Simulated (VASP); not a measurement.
# Ir (Im-3m) in VASP: further runs

Ir is run at these levels: LDA, PBEsol; tasks: single point.

Program: VASP 6.6.1. These are calculated values, not measurements. Logs are shortened: lines on timing, memory, paths and dates and some standing lists are left out, and cuts for length are marked.

### Step 1. The cell of the first run

It takes space group Im-3m (No. 229, cubic). Conventional cell: a = 2.817 Å, b = 2.817 Å, c = 2.817 Å, α = 90.00°, β = 90.00°, γ = 90.00°. Ir (site symmetry m-3m) has 14 Ir at 2.44 to 2.82 Å within 3.2 Å.

This isn't the form of Ir at room conditions, which is fcc.

### Step 2. Single point, LDA (11.18 Å³/atom)

Contents of INCAR:

```
SYSTEM = Ir
PREC = Accurate ; ENCUT = 520
EDIFF = 1E-6 ; ISMEAR = -1
SIGMA = 0.08 ; LREAL = .False.
LASPH = .True. ; NELM = 100
ALGO = Normal ; ISIF = 2
LWAVE = .False. ; LCHARG = .False.
GGA = CA ; NBANDS = 10
```

Contents of KPOINTS:

```
regular mesh
0
Gamma
  20 20 20
  0 0 0
```

Contents of POSCAR:

```
Ir
1.0
   -1.4086968972      1.4086968972      1.4086968972
    1.4086968972     -1.4086968972      1.4086968972
    1.4086968972      1.4086968972     -1.4086968972
Ir
1
Direct
    0.0000000000      0.0000000000      0.0000000000
```

Potentials or basis: VASP PAW LDA potentials, release 64 (Ir).

Run with:

```sh
$ cat potpaw_LDA.64/Ir/POTCAR > POTCAR
$ mpirun -np 1 vasp_std > vasp.out
```

OUTCAR:

```text
SYSTEM = Ir
   PREC = Accurate
   ENCUT = 520
   EDIFF = 1E-6
   ISMEAR = -1
   LREAL = .False.
   LASPH = .True.
   NELM = 100
   ISIF = 2
   GGA = CA

 ion  position               nearest neighbor table
   1  0.000  0.000  0.000-

  LATTYP: Found a body centered cubic cell.
 ALAT       =     2.8173937944

  Lattice vectors:

 A1 = (  -1.4086968972,   1.4086968972,   1.4086968972)
 A2 = (   1.4086968972,  -1.4086968972,   1.4086968972)
 A3 = (   1.4086968972,   1.4086968972,  -1.4086968972)

Analysis of symmetry for initial positions (statically):
=====================================================================
 Subroutine PRICEL returns:
 Original cell was already a primitive cell.

 Routine SETGRP: Setting up the symmetry group for a
 body centered cubic supercell.

 Subroutine GETGRP returns: Found 48 space group operations
 (whereof 48 operations were pure point group operations)
 out of a pool of 48 trial point group operations.

The static configuration has the point symmetry O_h .

Analysis of symmetry for dynamics (positions and initial velocities):
=====================================================================
 Subroutine PRICEL returns:
 Original cell was already a primitive cell.

 Routine SETGRP: Setting up the symmetry group for a
 body centered cubic supercell.

 Subroutine GETGRP returns: Found 48 space group operations
 (whereof 48 operations were pure point group operations)
 out of a pool of 48 trial point group operations.

The dynamic configuration has the point symmetry O_h .

 Subroutine INISYM returns: Found 48 space group operations
 (whereof 48 operations are pure point group operations),
 and found     1 'primitive' translations

----------------------------------------------------------------------------------------

                                     Primitive cell

  volume of cell :      11.1818

  direct lattice vectors                    reciprocal lattice vectors
    -1.408696897  1.408696897  1.408696897     0.000000000  0.354937958  0.354937958
     1.408696897 -1.408696897  1.408696897     0.354937958  0.000000000  0.354937958
     1.408696897  1.408696897 -1.408696897     0.354937958  0.354937958  0.000000000

  length of vectors
     2.439934598  2.439934598  2.439934598     0.501958074  0.501958074  0.501958074

  position of ions in fractional coordinates (direct lattice)
     0.000000000  0.000000000  0.000000000

  ion indices of the primitive-cell ions
   primitive index   ion index
                 1           1

----------------------------------------------------------------------------------------

 KPOINTS: regular mesh

Automatic generation of k-mesh.
 Grid dimensions read from file:
 generate k-points for:   20   20   20

 Generating k-lattice:

  Cartesian coordinates                     Fractional coordinates (reciprocal lattice)
     0.000000000  0.017746898  0.017746898     0.050000000  0.000000000  0.000000000
     0.017746898  0.000000000  0.017746898     0.000000000  0.050000000  0.000000000
     0.017746898  0.017746898  0.000000000     0.000000000  0.000000000  0.050000000

  Length of vectors
     0.025097904  0.025097904  0.025097904

  Shift w.r.t. Gamma in fractional coordinates (k-lattice)
     0.000000000  0.000000000  0.000000000

 Subroutine IBZKPT returns following result:
 ===========================================

 Found    256 irreducible k-points:

 Following reciprocal coordinates:
            Coordinates               Weight
  0.000000  0.000000  0.000000      1.000000
  0.050000  0.000000  0.000000     12.000000
  0.100000  0.000000  0.000000     12.000000
  0.150000  0.000000  0.000000     12.000000
  0.200000  0.000000  0.000000     12.000000
  0.250000  0.000000  0.000000     12.000000
[... 16 lines left out ...]
  0.200000  0.100000  0.000000     48.000000
  0.250000  0.100000 -0.000000     48.000000
 [... further k-points ...]
   k-points           NKPTS =    256   k-points in BZ     NKDIM =    256   number of bands    NBANDS=     10
   number of dos      NEDOS =    301   number of ions     NIONS =      1
   total plane-waves  NPLWV =   5832
   dimension x,y,z NGX =    18 NGY =   18 NGZ =   18
   dimension x,y,z NGXF=    36 NGYF=   36 NGZF=   36
   ions per type =               1
   NGX,Y,Z   is equivalent  to a cutoff of  12.26, 12.26, 12.26 a.u.
   NGXF,Y,Z  is equivalent  to a cutoff of  24.53, 24.53, 24.53 a.u.
 SYSTEM =  Ir
   PREC   = accura    normal or accurate (medium, high low for compatibility)
   ISTART =      0    job   : 0-new  1-cont  2-samecut
   ICHARG =      2    charge: 1-file 2-atom 10-const
   ISPIN  =      1    spin polarized calculation?
   LNONCOLLINEAR =      F non collinear calculations
   LSORBIT =      F    spin-orbit coupling
   LASPH  =      T    aspherical Exc in radial PAW
   ENCUT  =  520.0 eV  38.22 Ry    6.18 a.u.   4.54  4.54  4.54*2*pi/ulx,y,z
   NELM   =    100;   NELMIN=  2; NELMDL= -5     # of ELM steps
   EDIFF  = 0.1E-05   stopping-criterion for ELM
   LREAL  =      F    real-space projection
   EDIFFG = 0.1E-04   stopping-criterion for IOM
   NSW    =      0    number of steps for IOM
   IBRION =     -1    ionic relax: 0-MD 1-quasi-New 2-CG
   NFREE  =      0    steps in history (QN), initial steepest desc. (CG)
   ISIF   =      2    stress and relaxation
   ISYM   =      2    0-nonsym 1-usesym 2-fastsym
   POTIM  = 0.5000    time-step for ionic-motion
   TEBEG  =    0.0;   TEEND  =   0.0 temperature during run
   PSTRESS=    0.0 pullay stress
   NELECT =       9.0000    total number of electrons
   NUPDOWN=      -1.0000    fix difference up-down
   EMIN   =  10.00;   EMAX   =-10.00  energy-range for DOS
   EFERMI =   0.00;   METHOD = LEGACY
   ISMEAR =    -1;   SIGMA  =   0.08  broadening in eV -4-tet -1-fermi 0-gaus
   EFERMI_NEDOS =   21; number of points for ismear=-14 and -15
   IALGO  =     38    algorithm
   IMIX   =      4    mixing-type and parameters
     AMIX     =   0.40;   BMIX     =  1.00
     AMIX_MAG =   1.60;   BMIX_MAG =  1.00
  volume/ion in A,a.u.               =      11.18        75.46
  Fermi-wavevector in a.u.,A,eV,Ry     =   1.522830  2.877732 31.552066  2.319011
  Thomas-Fermi vector in A             =   2.631356
   LORBIT       =      0    0 simple, 1 ext, 2 COOP (PROOUT), +10 PAW based schemes
   GGA     = CA    functional components
   LHFCALC =     F    Hartree Fock is set to
   AEXX    =    0.0000 exact exchange contribution
   IVDW    =     0    specifies the selected vdW correction
   LEPSILON=     F    determine dielectric tensor
   LRPA    =     F    only Hartree local field effects (RPA)
 non-spin polarized calculation
  energy-cutoff  :      520.00
  volume of cell :       11.18
 maximum number of plane-waves:       321
   NGX =  9   NGY =  9   NGZ =  9

 number of electron       9.0000001 magnetization

 Free energy of the ion-electron system (eV)
  ---------------------------------------------------
  ext. energy  EPLUGINS =         0.00000000
  ---------------------------------------------------
  free energy    TOTEN  =        -8.31980001 eV

  energy without entropy =       -8.28491389  energy(sigma->0) =       -8.30235695

 E-fermi :  14.6305     XC(G=0): -15.5147

 val. band max:       14.6300698403   @ k =   0.2500   0.2000   0.1500
 cond. band min:      14.6374107285   @ k =   0.4000   0.1000   0.1000
 fundamental gap:      0.0073408882
 Fermi energy:        14.6305396870

 k-point     1 :       0.0000    0.0000    0.0000
  band No.  band energies     occupation
      1       1.1697      2.00000
      2       9.2661      2.00000
      3       9.2661      2.00000
      4       9.2661      2.00000
      5      13.6441      1.99999
      6      13.6441      1.99999
      7      31.3250      0.00000
      8      31.3250      0.00000
      9      31.3250      0.00000
     10      46.2153      0.00000

 k-point     2 :       0.0500    0.0000    0.0000
  band No.  band energies     occupation
      1       1.3248      2.00000
      2       9.1826      2.00000
      3       9.2593      2.00000
      4       9.4141      2.00000
      5      13.5124      2.00000
      6      13.6476      1.99999
      7      31.4461      0.00000
      8      31.5761      0.00000
      9      31.6613      0.00000
     10      44.8527      0.00000

 k-point     3 :       0.1000    0.0000    0.0000
  band No.  band energies     occupation
      1       1.7726      2.00000
      2       8.9472      2.00000
      3       9.2262      2.00000
      4       9.8538      2.00000
      5      13.2013      2.00000
      6      13.6624      1.99999
      7      31.7581      0.00000
      8      32.3124      0.00000
      9      32.5461      0.00000
     10      42.8481      0.00000

 k-point     4 :       0.1500    0.0000    0.0000
  band No.  band energies     occupation
      1       2.4547      2.00000
      2       8.5991      2.00000
      3       9.1488      2.00000
      4      10.5712      2.00000
      5      12.9014      2.00000
      6      13.6998      1.99998
      7      32.0782      0.00000
      8      33.4885      0.00000
      9      33.5957      0.00000
     10      41.1464      0.00000
[... 222 lines left out ...]
 k-point    22 :       0.1500    0.1000   -0.0000
  band No.  band energies     occupation
      1       3.6341      2.00000
      2       8.2484      2.00000
      3       8.6037      2.00000
      4      12.1894      2.00000
      5      12.4820      2.00000
      6      14.0329      1.99886
      7      32.7312      0.00000
      8      33.6747      0.00000
      9      34.9789      0.00000
     10      39.9546      0.00000

 k-point    23 :       0.2000    0.1000    0.0000
  band No.  band energies     occupation
      1       4.3450      2.00000
      2       7.8396      2.00000
      3       8.6575      2.00000
      4      12.5113      2.00000
      5      13.4807      2.00000
      6      14.2120      1.98937
      7      31.8211      0.00000
      8      33.3342      0.00000
      9      36.1028      0.00000
     10      40.1028      0.00000

 k-point    24 :       0.2500    0.1000   -0.0000
  band No.  band energies     occupation
      1       4.7266      2.00000
      2       7.4577      2.00000
      3       9.1599      2.00000
      4      12.7531      2.00000
      5      14.3328      1.95273
      6      14.9610      0.03163
      7      30.4896      0.00000
      8      32.1123      0.00000
      9      37.6152      0.00000
     10      38.6546      0.00000

 [... further k-points ...]
[... 5 lines left out ...]
  --------------------------------------------------------------------------------------
  -------------------------------------------------------------------------------------
  Total       11.8932763     11.8932763     11.8932763     -0.0000000      0.0000000      0.0000000
  in kB     1704.1170600   1704.1170600   1704.1170600     -0.0000000      0.0000000      0.0000000
  external PRESSURE =    1704.1170600 kB  Pullay stress =       0.0000000 kB

 VOLUME and BASIS-vectors are now :
 -----------------------------------------------------------------------------
  energy-cutoff  :      520.00
  volume of cell :       11.18
      direct lattice vectors                 reciprocal lattice vectors
    -1.408696897  1.408696897  1.408696897     0.000000000  0.354937958  0.354937958
     1.408696897 -1.408696897  1.408696897     0.354937958  0.000000000  0.354937958
     1.408696897  1.408696897 -1.408696897     0.354937958  0.354937958  0.000000000

 POSITION                                       TOTAL-FORCE (eV/Angst)
 -----------------------------------------------------------------------------------
      0.00000      0.00000      0.00000         0.000000      0.000000     -0.000000
 -----------------------------------------------------------------------------------
    total drift:                                0.000000     -0.000000      0.000000

  FREE ENERGIE OF THE ION-ELECTRON SYSTEM (eV)
  ---------------------------------------------------
  free  energy   TOTEN  =        -8.3198000108 eV

  energy  without entropy=       -8.2849138933  energy(sigma->0) =       -8.30235695
```

Run time: 17 s. Hardware: 1 thread of AMD EPYC 7R13 (Zen 3), shared host; peak memory 0.11 GiB.

What came out:

- Free energy: -8.3198 eV
- Pressure: 170.4 GPa
- Band gap on the k mesh: zero (an odd number of electrons rules out a gap without spin polarisation)

Levels at points of the mesh, in eV from the Fermi level:
```
           k point  band 1  band 2  band 3  band 4  band 5  band 6  band 7  band 8
(0.00, 0.00, 0.00)  -13.46   -5.36   -5.36   -5.36   -0.99   -0.99   16.69   16.69
(0.50, 0.00, 0.00)  -10.64   -8.07   -1.08   -0.32   -0.05    3.51   11.53   12.90
(0.50, 0.50, 0.50)  -10.51  -10.51    2.35    2.35    2.35    9.14    9.14    9.14
```

Caveat: the cell stands under pressure; spin-orbit coupling is left out, which moves the levels of the heavy elements.

### Step 3. Single point, LDA (11.18 Å³/atom)

Contents of INCAR:

```
SYSTEM = Ir
PREC     = Accurate       ! precision mode
ENCUT    = 520            ! plane-wave cutoff, eV
EDIFF    = 1E-6           ! SCF threshold, eV
ISMEAR   = -1             ! smearing method
SIGMA    = 0.08           ! smearing width, eV
LREAL    = .FALSE.        ! projectors in reciprocal space
LASPH    = .TRUE.         ! aspherical terms in the spheres
NELM     = 80             ! most SCF steps
ALGO     = Normal         ! electronic algorithm
ISIF     = 2              ! what is computed and relaxed
LWAVE    = .FALSE.        ! write WAVECAR
LCHARG   = .TRUE.         ! write CHGCAR
LELF     = .TRUE.         ! ELF
LVHAR    = .TRUE.       
NBANDS   = 10             ! bands
```

Contents of KPOINTS:

```
regular mesh
0
G
  20 20 20
  0 0 0
```

POSCAR is that of step 2.

Potentials or basis: VASP PAW LDA potentials, release 64 (Ir).

Run with:

```sh
$ cat potpaw_LDA.64/Ir/POTCAR > POTCAR
$ mpirun -np 1 vasp_std > vasp.out
```

Wall time 15 s (1 thread of AMD EPYC 7R13 (Zen 3), shared host); peak memory 0.11 GiB.

It converged, with:

```
Free energy            : -8.3198 eV
Pressure               : 170.4 GPa
Band gap on the k mesh : zero (an odd number of electrons rules out a gap without spin polarisation)
```

Levels at points of the mesh, in eV from the Fermi level:
| k point | band 1 | band 2 | band 3 | band 4 | band 5 | band 6 | band 7 | band 8 | band 9 |
| --- | --- | --- | --- | --- | --- | --- | --- | --- | --- |
| (0.00, 0.00, 0.00) | -13.46 | -5.36 | -5.36 | -5.36 | -0.99 | -0.99 | 16.69 | 16.69 | 16.69 |
| (0.50, 0.00, 0.00) | -10.64 | -8.07 | -1.08 | -0.32 | -0.05 | 3.51 | 11.53 | 12.90 | 19.99 |
| (0.50, 0.50, 0.50) | -10.51 | -10.51 | 2.35 | 2.35 | 2.35 | 9.14 | 9.14 | 9.14 | 19.57 |

Caveat: the cell stands under pressure; spin-orbit coupling is left out, which moves the levels of the heavy elements.

### Step 4. Single point, PBEsol

Contents of INCAR:

```
  ALGO = Normal
  EDIFF = 1E-7
  ENCUT = 520
  GGA = PS
  ISIF = 2
  ISMEAR = -1
  LASPH = T
  LCHARG = F
  LREAL = F
  LWAVE = F
  NBANDS = 10
  NELM = 100
  PREC = Accurate
  SIGMA = 0.08
```

Contents of KPOINTS:

```
k-points
0
Gamma
  20 20 20
```

POSCAR is that of step 3.

Potentials or basis: VASP PAW PBE potentials, release 64 (Ir).

Run with:

```sh
$ cat potpaw_PBE.64/Ir/POTCAR > POTCAR
$ mpirun -np 1 vasp_std > vasp.out
```

Wall time 16 s (1 thread of AMD EPYC 7R13 (Zen 3), shared host); peak memory 0.12 GiB.

The run converged. Its results:

- Free energy: -7.7048 eV
- Pressure: 177.6 GPa
- Band gap on the k mesh: zero (an odd number of electrons rules out a gap without spin polarisation)

Levels at points of the mesh, in eV from the Fermi level:
```
           k point  band 1  band 2  band 3  band 4  band 5  band 6  band 7  band 8  band 9
(0.00, 0.00, 0.00)  -13.58   -5.35   -5.35   -5.35   -0.99   -0.99   16.71   16.71   16.71
(0.50, 0.00, 0.00)  -10.68   -8.07   -1.08   -0.44   -0.05    3.52   11.47   12.87   19.99
(0.50, 0.50, 0.50)  -10.54  -10.54    2.35    2.35    2.35    9.07    9.07    9.07   19.48
```

Caveat: the cell stands under pressure; the PAW data sets were made with another functional, which shifts forces and pressure a little; spin-orbit coupling is left out, which moves the levels of the heavy elements.

### Step 5. Single point, LDA (12.62 Å³/atom)

This run uses another cell than the first one, of 12.62 Å³/atom.

Contents of INCAR:

```
ALGO = Normal
EDIFF = 1E-6
ENCUT = 520
ISIF = 2
ISMEAR = -1
LASPH = True
LCHARG = False
LREAL = False
LWAVE = False
NBANDS = 10
NELM = 100
PREC = Accurate
SIGMA = 0.08
```

KPOINTS is that of step 4.

Contents of POSCAR:

```
Ir
1.0
   -1.4664938561      1.4664938561      1.4664938561
    1.4664938561     -1.4664938561      1.4664938561
    1.4664938561      1.4664938561     -1.4664938561
Ir
1
Direct
    0.0000000000      0.0000000000      0.0000000000
```

Potentials or basis: VASP PAW LDA potentials, release 64 (Ir).

Run with:

```sh
$ cat potpaw_LDA.64/Ir/POTCAR > POTCAR
$ mpirun -np 1 vasp_std > vasp.out
```

Wall time 19 s (1 thread of AMD EPYC 7R13 (Zen 3), shared host); peak memory 0.12 GiB.

It converged, with:

```yaml
Free_energy: -9.3371 eV
Pressure: 67.2 GPa
Band_gap_on_the_k_mesh: zero (an odd number of electrons rules out a gap without spin polarisation)
```

Levels at points of the mesh, in eV from the Fermi level:
```csv
k point,band 1,band 2,band 3,band 4,band 5,band 6,band 7,band 8
"(0.00, 0.00, 0.00)",-12.10,-4.49,-4.49,-4.49,-0.75,-0.75,16.88,16.88
"(0.50, 0.00, 0.00)",-9.08,-6.76,-0.90,-0.26,-0.04,2.87,9.74,13.04
"(0.50, 0.50, 0.50)",-8.77,-8.77,1.94,1.94,1.94,8.52,8.52,8.52
```

Caveat: the cell stands under pressure; spin-orbit coupling is left out, which moves the levels of the heavy elements.

### Step 6. The runs side by side

```csv
level,potentials or basis,cell,gap on the mesh (eV),pressure (GPa)
LDA,"VASP PAW LDA potentials, release 64 (Ir)","a = 2.440 Å, angles 109.5°, 1 atom",none,170.4
PBEsol,"VASP PAW PBE potentials, release 64 (Ir)","a = 2.440 Å, angles 109.5°, 1 atom",none,177.6
LDA,"VASP PAW LDA potentials, release 64 (Ir)","a = 2.540 Å, angles 109.5°, 1 atom",none,67.2
```

Alike in all rows: task single point; no spin polarisation; k mesh 20 × 20 × 20; cutoff (eV) 520; smearing fermi-dirac 0.08 eV.

Caveats: the cell stands under pressure; spin-orbit coupling is left out, which moves the levels of the heavy elements; the PAW data sets were made with another functional, which shifts forces and pressure a little (at least some runs).

Total energies depend on the potentials used, so only differences within one code and one set of settings carry meaning.
